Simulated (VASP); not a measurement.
# SrGa2B2 in VASP: single point with PBE

Aim: the single point of SrGa2B2 with PBE.

Everything below comes from runs of VASP 6.6.1. Logs are shortened: lines on timing, memory, paths and dates and some standing lists are left out, and cuts for length are marked.

## (1) The cell of the first run

The typed cell holds 5 atoms: a = 4.435 Å, b = 4.435 Å, c = 4.744 Å, α = 90.00°, β = 90.00°, γ = 60.00°.

## (2) Single point, PBE

Contents of INCAR:

```
SYSTEM = SrGa2B2
PREC     = Accurate       ! precision mode
ENCUT    = 520            ! plane-wave cutoff, eV
EDIFF    = 1E-6           ! SCF threshold, eV
ISMEAR   = -1             ! smearing method
SIGMA    = 0.0143         ! smearing width, eV
LREAL    = .False.        ! projectors in reciprocal space
LASPH    = .True.         ! aspherical terms in the spheres
NELM     = 60             ! most SCF steps
ALGO     = Normal         ! electronic algorithm
ISIF     = 2              ! what is computed and relaxed
LWAVE    = .False.        ! write WAVECAR
LCHARG   = .False.        ! write CHGCAR
GGA      = PE             ! functional
NBANDS   = 29             ! bands
```

Contents of KPOINTS:

```
regular mesh
0
Gamma
  9 9 7
  0 0 0
```

Contents of POSCAR:

```
SrGa2B2
1.0
    2.2176200000      3.8410280000      0.0000000000
   -2.2176200000      3.8410280000      0.0000000000
    0.0000000000      0.0000000000      4.7439670000
Ga B Sr
2 2 1
Direct
    0.3333000000      0.3334000000      0.4656000000
    0.6667000000      0.6666000000      0.5344000000
    0.3333000000      0.3334000000      0.1067000000
    0.6667000000      0.6666000000      0.8933000000
    0.0000000000      0.0000000000      0.0000000000
```

Potentials or basis: VASP PAW PBE potentials, release 64 (Ga_d, B, Sr_sv).

The run is started by

```
cat potpaw_PBE.64/Ga_d/POTCAR potpaw_PBE.64/B/POTCAR potpaw_PBE.64/Sr_sv/POTCAR > POTCAR
mpirun -np 1 vasp_std > vasp.out
```

OUTCAR:

```text
SYSTEM = SrGa2B2
   PREC = Accurate
   ENCUT = 520
   EDIFF = 1E-6
   ISMEAR = -1
   LREAL = .False.
   LASPH = .True.
   NELM = 60
   ISIF = 2
   GGA = PE

 ion  position               nearest neighbor table
   1  0.333  0.333  0.466-   3 1.70   2 2.58   2 2.58   2 2.58   5 3.38   5 3.38   5 3.38   5 3.60
                             5 3.60   5 3.60
   2  0.667  0.667  0.534-   4 1.70   1 2.58   1 2.58   1 2.58   5 3.38   5 3.38   5 3.38   5 3.60
                             5 3.60   5 3.60
   3  0.333  0.333  0.107-   1 1.70   5 2.61   5 2.61   5 2.61
   4  0.667  0.667  0.893-   2 1.70   5 2.61   5 2.61   5 2.61
   5  0.000  0.000  0.000-   3 2.61   4 2.61   3 2.61   4 2.61   3 2.61   4 2.61   2 3.38   1 3.38
                             2 3.38   1 3.38   1 3.38   2 3.38   2 3.60   1 3.60   1 3.60   2 3.60

  LATTYP: Found a hexagonal cell.
 ALAT       =     4.4352378246
 C/A-ratio  =     1.0696082572

  Lattice vectors:

 A1 = (   2.2176200000,  -3.8410280000,   0.0000000000)
 A2 = (   2.2176200000,   3.8410280000,   0.0000000000)
 A3 = (   0.0000000000,   0.0000000000,   4.7439670000)

Analysis of symmetry for initial positions (statically):
=====================================================================
 Subroutine PRICEL returns:
 Original cell was already a primitive cell.

 Routine SETGRP: Setting up the symmetry group for a
 hexagonal supercell.

 Subroutine GETGRP returns: Found  4 space group operations
 (whereof  4 operations were pure point group operations)
 out of a pool of 24 trial point group operations.

The static configuration has the point symmetry C_2h.

Analysis of symmetry for dynamics (positions and initial velocities):
=====================================================================
 Subroutine PRICEL returns:
 Original cell was already a primitive cell.

 Routine SETGRP: Setting up the symmetry group for a
 hexagonal supercell.

 Subroutine GETGRP returns: Found  4 space group operations
 (whereof  4 operations were pure point group operations)
 out of a pool of 24 trial point group operations.

The dynamic configuration has the point symmetry C_2h.

 Subroutine INISYM returns: Found  4 space group operations
 (whereof  4 operations are pure point group operations),
 and found     1 'primitive' translations

----------------------------------------------------------------------------------------

                                     Primitive cell

  volume of cell :      80.8177

  direct lattice vectors                    reciprocal lattice vectors
     2.217620000  3.841028000  0.000000000     0.225466942  0.130173485  0.000000000
    -2.217620000  3.841028000  0.000000000    -0.225466942  0.130173485  0.000000000
     0.000000000  0.000000000  4.743967000     0.000000000  0.000000000  0.210794046

  length of vectors
     4.435237825  4.435237825  4.743967000     0.260346842  0.260346842  0.210794046

  position of ions in fractional coordinates (direct lattice)
     0.333300000  0.333400000  0.465600000
     0.666700000  0.666600000  0.534400000
     0.333300000  0.333400000  0.106700000
     0.666700000  0.666600000  0.893300000
     0.000000000  0.000000000  0.000000000

  ion indices of the primitive-cell ions
   primitive index   ion index
                 1           1
                 2           2
                 3           3
                 4           4
                 5           5

----------------------------------------------------------------------------------------

 KPOINTS: regular mesh

Automatic generation of k-mesh.
 Grid dimensions read from file:
 generate k-points for:    9    9    7

 Generating k-lattice:

  Cartesian coordinates                     Fractional coordinates (reciprocal lattice)
     0.025051882  0.014463721  0.000000000     0.111111111  0.000000000  0.000000000
    -0.025051882  0.014463721  0.000000000     0.000000000  0.111111111  0.000000000
     0.000000000  0.000000000  0.030113435     0.000000000  0.000000000  0.142857143

  Length of vectors
     0.028927427  0.028927427  0.030113435

  Shift w.r.t. Gamma in fractional coordinates (k-lattice)
     0.000000000  0.000000000  0.000000000

 Subroutine IBZKPT returns following result:
 ===========================================

 Found    160 irreducible k-points:

 Following reciprocal coordinates:
            Coordinates               Weight
  0.000000  0.000000  0.000000      1.000000
  0.111111  0.000000  0.000000      4.000000
  0.000000  0.111111  0.000000      2.000000
  0.222222 -0.000000  0.000000      4.000000
 -0.000000  0.222222  0.000000      2.000000
  0.333333  0.000000  0.000000      4.000000
[... 16 lines left out ...]
  0.333333 -0.444444  0.000000      4.000000
 -0.222222  0.333333  0.000000      4.000000
 [... further k-points ...]
   k-points           NKPTS =    160   k-points in BZ     NKDIM =    160   number of bands    NBANDS=     29
   number of dos      NEDOS =    301   number of ions     NIONS =      5
   total plane-waves  NPLWV =  46656
   dimension x,y,z NGX =    36 NGY =   36 NGZ =   36
   dimension x,y,z NGXF=    72 NGYF=   72 NGZF=   72
   ions per type =               2   2   1
   NGX,Y,Z   is equivalent  to a cutoff of  13.49, 13.49, 12.62 a.u.
   NGXF,Y,Z  is equivalent  to a cutoff of  26.99, 26.99, 25.23 a.u.
 SYSTEM =  SrGa2B2
   PREC   = accura    normal or accurate (medium, high low for compatibility)
   ISTART =      0    job   : 0-new  1-cont  2-samecut
   ICHARG =      2    charge: 1-file 2-atom 10-const
   ISPIN  =      1    spin polarized calculation?
   LNONCOLLINEAR =      F non collinear calculations
   LSORBIT =      F    spin-orbit coupling
   LASPH  =      T    aspherical Exc in radial PAW
   ENCUT  =  520.0 eV  38.22 Ry    6.18 a.u.   8.25  8.25  8.82*2*pi/ulx,y,z
   NELM   =     60;   NELMIN=  2; NELMDL= -5     # of ELM steps
   EDIFF  = 0.1E-05   stopping-criterion for ELM
   LREAL  =      F    real-space projection
   EDIFFG = 0.1E-04   stopping-criterion for IOM
   NSW    =      0    number of steps for IOM
   IBRION =     -1    ionic relax: 0-MD 1-quasi-New 2-CG
   NFREE  =      0    steps in history (QN), initial steepest desc. (CG)
   ISIF   =      2    stress and relaxation
   ISYM   =      2    0-nonsym 1-usesym 2-fastsym
   POTIM  = 0.5000    time-step for ionic-motion
   TEBEG  =    0.0;   TEEND  =   0.0 temperature during run
   PSTRESS=    0.0 pullay stress
   NELECT =      42.0000    total number of electrons
   NUPDOWN=      -1.0000    fix difference up-down
   EMIN   =  10.00;   EMAX   =-10.00  energy-range for DOS
   EFERMI =   0.00;   METHOD = LEGACY
   ISMEAR =    -1;   SIGMA  =   0.01  broadening in eV -4-tet -1-fermi 0-gaus
   EFERMI_NEDOS =   21; number of points for ismear=-14 and -15
   IALGO  =     38    algorithm
   IMIX   =      4    mixing-type and parameters
     AMIX     =   0.40;   BMIX     =  1.00
     AMIX_MAG =   1.60;   BMIX_MAG =  1.00
  volume/ion in A,a.u.               =      16.16       109.08
  Fermi-wavevector in a.u.,A,eV,Ry     =   1.316202  2.487261 23.570562  1.732387
  Thomas-Fermi vector in A             =   2.446331
   LORBIT       =      0    0 simple, 1 ext, 2 COOP (PROOUT), +10 PAW based schemes
   GGA     = PE    functional components
   LHFCALC =     F    Hartree Fock is set to
   AEXX    =    0.0000 exact exchange contribution
   IVDW    =     0    specifies the selected vdW correction
   LEPSILON=     F    determine dielectric tensor
   LRPA    =     F    only Hartree local field effects (RPA)
 non-spin polarized calculation
  energy-cutoff  :      520.00
  volume of cell :       80.82
 maximum number of plane-waves:      2202
 NGX is ok and might be reduce to    36
   NGX = 17   NGY = 17   NGZ = 17

 number of electron      42.0000030 magnetization

 Free energy of the ion-electron system (eV)
  ---------------------------------------------------
  ext. energy  EPLUGINS =         0.00000000
  ---------------------------------------------------
  free energy    TOTEN  =       -13.81048459 eV

  energy without entropy =      -13.80834823  energy(sigma->0) =      -13.80941641

 E-fermi :   4.9226     XC(G=0): -10.6258

 val. band max:        4.9195579729   @ k =  -0.4444   0.1111   0.4286
 cond. band min:       4.9363611597   @ k =   0.2222   0.1111   0.0000
 fundamental gap:      0.0168031867
 Fermi energy:         4.9226412013

 k-point     1 :       0.0000    0.0000    0.0000
  band No.  band energies     occupation
      1     -29.5303      2.00000
      2     -11.7747      2.00000
      3     -11.7354      2.00000
      4     -11.7350      2.00000
      5     -10.8883      2.00000
      6     -10.6946      2.00000
[... 21 lines left out ...]
     28       9.2558      0.00000
     29       9.2567      0.00000

 k-point     2 :       0.1111    0.0000    0.0000
  band No.  band energies     occupation
      1     -29.5290      2.00000
      2     -11.7823      2.00000
      3     -11.7720      2.00000
      4     -11.7435      2.00000
      5     -10.8783      2.00000
      6     -10.7038      2.00000
[... 21 lines left out ...]
     28       9.1617      0.00000
     29       9.5152      0.00000

 k-point     3 :       0.0000    0.1111    0.0000
  band No.  band energies     occupation
      1     -29.5290      2.00000
      2     -11.7826      2.00000
      3     -11.7720      2.00000
      4     -11.7433      2.00000
      5     -10.8783      2.00000
      6     -10.7038      2.00000
[... 21 lines left out ...]
     28       9.1626      0.00000
     29       9.5145      0.00000

 k-point     4 :       0.2222   -0.0000    0.0000
  band No.  band energies     occupation
      1     -29.5258      2.00000
      2     -11.8943      2.00000
      3     -11.7655      2.00000
      4     -11.7643      2.00000
      5     -10.8550      2.00000
      6     -10.7255      2.00000
[... 21 lines left out ...]
     28      10.0095      0.00000
     29      10.2521      0.00000

 k-point     5 :      -0.0000    0.2222    0.0000
  band No.  band energies     occupation
      1     -29.5258      2.00000
      2     -11.8946      2.00000
      3     -11.7655      2.00000
      4     -11.7640      2.00000
      5     -10.8550      2.00000
      6     -10.7255      2.00000
[... 21 lines left out ...]
     28      10.0088      0.00000
     29      10.2528      0.00000
[... 510 lines left out ...]
     28      10.0005      0.00000
     29      11.2562      0.00000

 k-point    22 :      -0.4444    0.2222    0.0000
  band No.  band energies     occupation
      1     -29.5188      2.00000
      2     -12.0361      2.00000
      3     -11.8975      2.00000
      4     -11.7521      2.00000
      5     -10.7943      2.00000
      6     -10.7725      2.00000
[... 21 lines left out ...]
     28      10.8404      0.00000
     29      11.9098      0.00000

 k-point    23 :       0.3333   -0.4444    0.0000
  band No.  band energies     occupation
      1     -29.5188      2.00000
      2     -12.0363      2.00000
      3     -11.8974      2.00000
      4     -11.7521      2.00000
      5     -10.7943      2.00000
      6     -10.7725      2.00000
[... 21 lines left out ...]
     28      10.8401      0.00000
     29      11.9107      0.00000

 k-point    24 :      -0.2222    0.3333    0.0000
  band No.  band energies     occupation
      1     -29.5188      2.00000
      2     -12.0365      2.00000
      3     -11.8972      2.00000
      4     -11.7521      2.00000
      5     -10.7943      2.00000
      6     -10.7724      2.00000
[... 21 lines left out ...]
     28      10.8408      0.00000
     29      11.9105      0.00000

 [... further k-points ...]

------------------------ aborting loop because EDIFF is reached ----------------------------------------

  FORCE on cell =-STRESS in cart. coord.  units (eV):
  Direction    XX          YY          ZZ          XY          YZ          ZX
  --------------------------------------------------------------------------------------
  -------------------------------------------------------------------------------------
  Total        4.9894294      4.9873291     26.2203337     -0.0018132     -0.0000985      0.0001705
  in kB       98.9134170     98.8717802    519.8074976     -0.0359466     -0.0019521      0.0033801
  external PRESSURE =     239.1975649 kB  Pullay stress =       0.0000000 kB

 VOLUME and BASIS-vectors are now :
 -----------------------------------------------------------------------------
  energy-cutoff  :      520.00
  volume of cell :       80.82
      direct lattice vectors                 reciprocal lattice vectors
     2.217620000  3.841028000  0.000000000     0.225466942  0.130173485  0.000000000
    -2.217620000  3.841028000  0.000000000    -0.225466942  0.130173485  0.000000000
     0.000000000  0.000000000  4.743967000     0.000000000  0.000000000  0.210794046

 POSITION                                       TOTAL-FORCE (eV/Angst)
 -----------------------------------------------------------------------------------
     -0.00022      2.56081      2.20879         0.002091     -0.001207      7.350527
      0.00022      5.12124      2.53518        -0.002091      0.001207     -7.350527
     -0.00022      2.56081      0.50618        -0.000093      0.000053     -7.490606
      0.00022      5.12124      4.23779         0.000093     -0.000053      7.490606
      0.00000      0.00000      0.00000         0.000000      0.000000      0.000000
 -----------------------------------------------------------------------------------
    total drift:                                0.000000      0.000000     -0.000000

  FREE ENERGIE OF THE ION-ELECTRON SYSTEM (eV)
  ---------------------------------------------------
  free  energy   TOTEN  =       -13.8104845937 eV

  energy  without entropy=      -13.8083482340  energy(sigma->0) =      -13.80941641
```

It took 8.7 min on 1 thread of Intel Xeon 8259CL, shared host; peak memory 0.48 GiB.

What came out:

```
Free energy            : -13.8105 eV
Pressure               : 23.9 GPa
Largest force          : 7.491 eV/Å
Band gap on the k mesh : zero (bands 21 and 22 overlap by 1.64 eV)
```

Forces on the atoms (eV/Å):
```
Ga   0.002 -0.001  7.351
Ga  -0.002  0.001 -7.351
B    0.000  0.000 -7.491
B    0.000  0.000  7.491
Sr   0.000  0.000  0.000
```

Caveat: the cell stands under pressure; forces of over 1 eV/Å act on the atoms, so gaps and moduli don't describe the material at rest.
